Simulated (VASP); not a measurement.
CoH4:

```xyz
5
Lattice="2.8770 0.0000 0.0000 -1.4385 2.4916 0.0000 0.0000 0.0000 3.6147" Properties=species:S:1:pos:R:3 pbc="T T T"
Co    0.0000    0.0000    1.8074
H     1.4385    0.0000    0.0000
H    -0.7193    1.2458    0.0000
H     0.7193    1.2458    0.0000
H     0.0000    0.0000    0.0000
```

- Program: VASP 6.6.1
- Task: relaxation of cell and atoms
- Functional: PBE
- Potentials or basis: VASP PAW PBE potentials, release 64 (Co, H)
- Cutoff: 600 eV
- k mesh: 6 × 6 × 6
- Occupations: gaussian, width 0.1 eV
- Spin: collinear spin, ferromagnetic start
- Starting moments: [3.0, 0.0, 0.0, 0.0, 0.0] μB

At the start: pressure -9.7 GPa; volume 5.18 Å³/atom.

Question: Where does the relaxation end?

Answer: Over 9 steps the energy falls by 51.1 meV/atom and the volume is 4.67 Å³/atom (-9.9 %); space group P6/mmm (No. 191, to 0.05 Å); moment 0.59 μB per cell.

Step by step:
```csv
step,energy change (eV),largest force (eV/Å),pressure (GPa),volume (Å³)
1,0.0000,0.0000,-9.74,25.91
2,-0.0878,0.0000,-8.27,24.75
3,-0.1500,0.0000,10.25,21.44
4,-0.1751,0.0000,1.93,22.65
5,-0.1755,0.0000,2.71,22.53
6,-0.2035,0.0000,3.14,22.49
7,-0.2315,0.0000,7.27,22.31
8,-0.2375,0.0000,5.44,22.37
9,-0.2557,0.0000,0.08,23.35
```

Final structure:
```xyz
5
Lattice="2.9234 0.0000 0.0000 -1.4617 2.5317 0.0000 0.0000 0.0000 3.1546" Properties=species:S:1:pos:R:3 pbc="T T T"
Co    0.0000    0.0000    1.5773
H     0.0000    2.5317    0.0000
H    -0.7308    1.2659    0.0000
H     0.7308    1.2659    0.0000
H    -1.4617    2.5317    0.0000
```

Caveat: the k points lie up to 0.41 Å⁻¹ apart in the final cell.
